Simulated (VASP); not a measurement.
# MgO in VASP: single point with PBEsol

Aim: the single point of MgO with PBEsol.

All numbers are computed with VASP 6.6.1; they aren't measurements. Logs are shortened: lines on timing, memory, paths and dates and some standing lists are left out, and cuts for length are marked.

**1. The cell of the first run**

The cell holds a slab with vacuum, 8 atoms: a = 2.980 Å, b = 2.980 Å, c = 19.322 Å, α = 90.00°, β = 90.00°, γ = 90.00°.

**2. Single point, PBEsol**

INCAR

```
PREC = Accurate ; ENCUT = 520
EDIFF = 1E-6 ; ISMEAR = -1
SIGMA = 0.05 ; LREAL = False
LASPH = True ; NELM = 100
ALGO = Normal ; ISIF = 2
LWAVE = False ; LCHARG = False
GGA = PS ; NBANDS = 26
```

KPOINTS

```
regular mesh
0
Gamma
  6 6 1
```

POSCAR

```
MgO
1.0
    2.1072020000      2.1072020000      0.0000000000
   -2.1072020000      2.1072020000      0.0000000000
    0.0000000000      0.0000000000     19.3216060000
O Mg
4 4
Direct
    0.5023370000      0.5035290000      0.3355530000
    0.5023340000      0.5035540000      0.5546680000
    0.0023320000      0.0035370000      0.4460800000
    0.0023320000      0.0035570000      0.6651960000
    0.0023540000      0.0034930000      0.3379930000
    0.0023360000      0.0035130000      0.5551470000
    0.5023590000      0.5035190000      0.4456020000
    0.5023450000      0.5035180000      0.6627570000
```

Potentials or basis: VASP PAW PBE potentials, release 64 (O, Mg).

Command:

```bash
cat potpaw_PBE.64/O/POTCAR potpaw_PBE.64/Mg/POTCAR > POTCAR
mpirun -np 1 vasp_std > vasp.out
```

OUTCAR:

```text
PREC = Accurate
   ENCUT = 520
   EDIFF = 1E-6
   ISMEAR = -1
   LREAL = False
   LASPH = True
   NELM = 100
   ISIF = 2
   GGA = PS

 ion  position               nearest neighbor table
   1  0.502  0.504  0.336-   5 2.11   5 2.11   5 2.11   5 2.11   7 2.13
   2  0.502  0.504  0.555-   8 2.09   6 2.11   6 2.11   6 2.11   6 2.11   7 2.11
   3  0.002  0.004  0.446-   5 2.09   7 2.11   7 2.11   7 2.11   7 2.11   6 2.11
   4  0.002  0.004  0.665-   8 2.11   8 2.11   8 2.11   8 2.11   6 2.13
   5  0.002  0.003  0.338-   3 2.09   1 2.11   1 2.11   1 2.11   1 2.11   7 2.96   7 2.96   7 2.96
                             7 2.96
   6  0.002  0.004  0.555-   2 2.11   2 2.11   2 2.11   2 2.11   3 2.11   4 2.13   8 2.96   8 2.96
                             8 2.96   8 2.96   7 2.99   7 2.99   7 2.99   7 2.99
   7  0.502  0.504  0.446-   3 2.11   3 2.11   3 2.11   3 2.11   2 2.11   1 2.13   5 2.96   5 2.96
                             5 2.96   5 2.96   6 2.99   6 2.99   6 2.99   6 2.99
   8  0.502  0.504  0.663-   2 2.09   4 2.11   4 2.11   4 2.11   4 2.11   6 2.96   6 2.96   6 2.96
                             6 2.96

  LATTYP: Found a simple tetragonal cell.
 ALAT       =     2.9800336471
 C/A-ratio  =     6.4836871956

  Lattice vectors:

 A1 = (   2.1072020000,   2.1072020000,   0.0000000000)
 A2 = (  -2.1072020000,   2.1072020000,   0.0000000000)
 A3 = (   0.0000000000,   0.0000000000,  19.3216060000)

Analysis of symmetry for initial positions (statically):
=====================================================================
 Subroutine PRICEL returns:
 Original cell was already a primitive cell.

 Routine SETGRP: Setting up the symmetry group for a
 simple tetragonal supercell.

 Subroutine GETGRP returns: Found  1 space group operations
 (whereof  1 operations were pure point group operations)
 out of a pool of 16 trial point group operations.

The static configuration has the point symmetry C_1 .

Analysis of symmetry for dynamics (positions and initial velocities):
=====================================================================
 Subroutine PRICEL returns:
 Original cell was already a primitive cell.

 Routine SETGRP: Setting up the symmetry group for a
 simple tetragonal supercell.

 Subroutine GETGRP returns: Found  1 space group operations
 (whereof  1 operations were pure point group operations)
 out of a pool of 16 trial point group operations.

The dynamic configuration has the point symmetry C_1 .

 Subroutine INISYM returns: Found  1 space group operations
 (whereof  1 operations are pure point group operations),
 and found     1 'primitive' translations

----------------------------------------------------------------------------------------

                                     Primitive cell

  volume of cell :     171.5875

  direct lattice vectors                    reciprocal lattice vectors
     2.107202000  2.107202000  0.000000000     0.237281476  0.237281476  0.000000000
    -2.107202000  2.107202000  0.000000000    -0.237281476  0.237281476  0.000000000
     0.000000000  0.000000000 19.321606000     0.000000000  0.000000000  0.051755532

  length of vectors
     2.980033647  2.980033647 19.321606000     0.335566681  0.335566681  0.051755532

  position of ions in fractional coordinates (direct lattice)
     0.502337000  0.503529000  0.335553000
     0.502334000  0.503554000  0.554668000
     0.002332000  0.003537000  0.446080000
     0.002332000  0.003557000  0.665196000
     0.002354000  0.003493000  0.337993000
     0.002336000  0.003513000  0.555147000
     0.502359000  0.503519000  0.445602000
     0.502345000  0.503518000  0.662757000

  ion indices of the primitive-cell ions
   primitive index   ion index
                 1           1
                 2           2
                 3           3
                 4           4
                 5           5
                 6           6
                 7           7
                 8           8

----------------------------------------------------------------------------------------

 KPOINTS: regular mesh

Automatic generation of k-mesh.
 Grid dimensions read from file:
 generate k-points for:    6    6    1

 Generating k-lattice:

  Cartesian coordinates                     Fractional coordinates (reciprocal lattice)
     0.039546913  0.039546913  0.000000000     0.166666667  0.000000000  0.000000000
    -0.039546913  0.039546913  0.000000000     0.000000000  0.166666667  0.000000000
     0.000000000  0.000000000  0.051755532     0.000000000  0.000000000  1.000000000

  Length of vectors
     0.055927780  0.055927780  0.051755532

  Shift w.r.t. Gamma in fractional coordinates (k-lattice)
     0.000000000  0.000000000  0.000000000

 Subroutine IBZKPT returns following result:
 ===========================================

 Found     20 irreducible k-points:

 Following reciprocal coordinates:
            Coordinates               Weight
  0.000000  0.000000  0.000000      1.000000
  0.166667  0.000000  0.000000      2.000000
  0.000000  0.166667  0.000000      2.000000
  0.333333  0.000000  0.000000      2.000000
  0.000000  0.333333  0.000000      2.000000
  0.500000  0.000000  0.000000      1.000000
[... 12 lines left out ...]
 -0.333333  0.500000  0.000000      2.000000
  0.500000  0.500000  0.000000      1.000000
   k-points           NKPTS =     20   k-points in BZ     NKDIM =     20   number of bands    NBANDS=     26
   number of dos      NEDOS =    301   number of ions     NIONS =      8
   total plane-waves  NPLWV =  82944
   dimension x,y,z NGX =    24 NGY =   24 NGZ =  144
   dimension x,y,z NGXF=    48 NGYF=   48 NGZF=  288
   ions per type =               4   4
   NGX,Y,Z   is equivalent  to a cutoff of  13.39, 13.39, 12.39 a.u.
   NGXF,Y,Z  is equivalent  to a cutoff of  26.78, 26.78, 24.78 a.u.
 SYSTEM =  unknown system
   PREC   = accura    normal or accurate (medium, high low for compatibility)
   ISTART =      0    job   : 0-new  1-cont  2-samecut
   ICHARG =      2    charge: 1-file 2-atom 10-const
   ISPIN  =      1    spin polarized calculation?
   LNONCOLLINEAR =      F non collinear calculations
   LSORBIT =      F    spin-orbit coupling
   LASPH  =      T    aspherical Exc in radial PAW
   ENCUT  =  520.0 eV  38.22 Ry    6.18 a.u.   5.54  5.54 35.93*2*pi/ulx,y,z
   NELM   =    100;   NELMIN=  2; NELMDL= -5     # of ELM steps
   EDIFF  = 0.1E-05   stopping-criterion for ELM
   LREAL  =      F    real-space projection
   EDIFFG = 0.1E-04   stopping-criterion for IOM
   NSW    =      0    number of steps for IOM
   IBRION =     -1    ionic relax: 0-MD 1-quasi-New 2-CG
   NFREE  =      0    steps in history (QN), initial steepest desc. (CG)
   ISIF   =      2    stress and relaxation
   ISYM   =      2    0-nonsym 1-usesym 2-fastsym
   POTIM  = 0.5000    time-step for ionic-motion
   TEBEG  =    0.0;   TEEND  =   0.0 temperature during run
   PSTRESS=    0.0 pullay stress
   NELECT =      32.0000    total number of electrons
   NUPDOWN=      -1.0000    fix difference up-down
   EMIN   =  10.00;   EMAX   =-10.00  energy-range for DOS
   EFERMI =   0.00;   METHOD = LEGACY
   ISMEAR =    -1;   SIGMA  =   0.05  broadening in eV -4-tet -1-fermi 0-gaus
   EFERMI_NEDOS =   21; number of points for ismear=-14 and -15
   IALGO  =     38    algorithm
   IMIX   =      4    mixing-type and parameters
     AMIX     =   0.40;   BMIX     =  1.00
     AMIX_MAG =   1.60;   BMIX_MAG =  1.00
  volume/ion in A,a.u.               =      21.45       144.74
  Fermi-wavevector in a.u.,A,eV,Ry     =   0.935326  1.767510 11.902847  0.874835
  Thomas-Fermi vector in A             =   2.062222
   LORBIT       =      0    0 simple, 1 ext, 2 COOP (PROOUT), +10 PAW based schemes
   GGA     = PS    functional components
   LHFCALC =     F    Hartree Fock is set to
   AEXX    =    0.0000 exact exchange contribution
   IVDW    =     0    specifies the selected vdW correction
   LEPSILON=     F    determine dielectric tensor
   LRPA    =     F    only Hartree local field effects (RPA)
 non-spin polarized calculation
  energy-cutoff  :      520.00
  volume of cell :      171.59
 maximum number of plane-waves:      4663
 NGX is ok and might be reduce to    24
   NGX = 11   NGY = 11   NGZ = 71

 number of electron      32.0000005 magnetization

 Free energy of the ion-electron system (eV)
  ---------------------------------------------------
  ext. energy  EPLUGINS =         0.00000000
  ---------------------------------------------------
  free energy    TOTEN  =       -48.90557474 eV

  energy without entropy =      -48.90557474  energy(sigma->0) =      -48.90557474

 E-fermi :  -0.5476     XC(G=0):  -5.6804

 val. band max:       -1.6298148950   @ k =   0.0000   0.0000   0.0000
 cond. band min:       1.9879078459   @ k =   0.0000   0.0000   0.0000
 fundamental gap:      3.6177227409
 Fermi energy:        -0.5476092593

 k-point     1 :       0.0000    0.0000    0.0000
  band No.  band energies     occupation
      1     -18.6005      2.00000
      2     -18.0157      2.00000
      3     -17.4090      2.00000
      4     -17.2013      2.00000
      5      -5.3701      2.00000
      6      -4.3169      2.00000
[... 18 lines left out ...]
     25       8.1647      0.00000
     26       8.8132      0.00000

 k-point     2 :       0.1667    0.0000    0.0000
  band No.  band energies     occupation
      1     -18.4192      2.00000
      2     -17.8746      2.00000
      3     -17.3073      2.00000
      4     -17.1483      2.00000
      5      -5.2418      2.00000
      6      -4.5561      2.00000
[... 18 lines left out ...]
     25       8.9817      0.00000
[... 492 lines left out ...]
     25       9.5914      0.00000
     26       9.5916      0.00000

 k-point    20 :       0.5000    0.5000    0.0000
  band No.  band energies     occupation
      1     -17.2356      2.00000
      2     -17.2355      2.00000
      3     -16.7106      2.00000
      4     -16.7103      2.00000
      5      -5.4855      2.00000
      6      -5.4855      2.00000
[... 18 lines left out ...]
     25       9.7992      0.00000
     26       9.7992      0.00000

------------------------ aborting loop because EDIFF is reached ----------------------------------------

  FORCE on cell =-STRESS in cart. coord.  units (eV):
  Direction    XX          YY          ZZ          XY          YZ          ZX
  --------------------------------------------------------------------------------------
  -------------------------------------------------------------------------------------
  Total       -3.9463106     -3.9464146     -0.1650350      0.0001093     -0.0003833      0.0005562
  in kB      -36.8482012    -36.8491721     -1.5409945      0.0010207     -0.0035787      0.0051934
  external PRESSURE =     -25.0794559 kB  Pullay stress =       0.0000000 kB

 VOLUME and BASIS-vectors are now :
 -----------------------------------------------------------------------------
  energy-cutoff  :      520.00
  volume of cell :      171.59
      direct lattice vectors                 reciprocal lattice vectors
     2.107202000  2.107202000  0.000000000     0.237281476  0.237281476  0.000000000
    -2.107202000  2.107202000  0.000000000    -0.237281476  0.237281476  0.000000000
     0.000000000  0.000000000 19.321606000     0.000000000  0.000000000  0.051755532

 POSITION                                       TOTAL-FORCE (eV/Angst)
 -----------------------------------------------------------------------------------
     -0.00251      2.11956      6.48342         0.000505     -0.000163     -0.007791
     -0.00257      2.11961     10.71708         0.000511     -0.000298     -0.001284
     -0.00254      0.01237      8.61898         0.000525     -0.000002      0.001402
     -0.00258      0.01241     12.85266         0.000584     -0.000354      0.007245
     -0.00240      0.01232      6.53057        -0.000623      0.000269      0.016933
     -0.00248      0.01233     10.72633        -0.000442      0.000505     -0.003086
     -0.00244      2.11959      8.60975        -0.000510     -0.000200      0.003334
     -0.00247      2.11956     12.80553        -0.000550      0.000243     -0.016753
 -----------------------------------------------------------------------------------
    total drift:                                0.000041     -0.000010     -0.001759

  FREE ENERGIE OF THE ION-ELECTRON SYSTEM (eV)
  ---------------------------------------------------
  free  energy   TOTEN  =       -48.9055747354 eV

  energy  without entropy=      -48.9055747353  energy(sigma->0) =      -48.90557474
```

Wall time 57 s (1 thread of Intel Xeon 6975P-C (Granite Rapids), shared host); peak memory 0.3 GiB.

Results:

```yaml
Free_energy: -48.9056 eV
Largest_force: 0.017 eV/Å
Band_gap_on_the_k_mesh: 3.62 eV, direct
```

Forces in eV/Å, atoms in the order of the input:
```
O    0.001  0.000 -0.008
O    0.001  0.000 -0.001
O    0.001  0.000  0.001
O    0.001  0.000  0.007
Mg  -0.001  0.000  0.017
Mg   0.000  0.001 -0.003
Mg  -0.001  0.000  0.003
Mg  -0.001  0.000 -0.017
```

Caveat: the PAW data sets were made with another functional, which shifts forces and pressure a little.
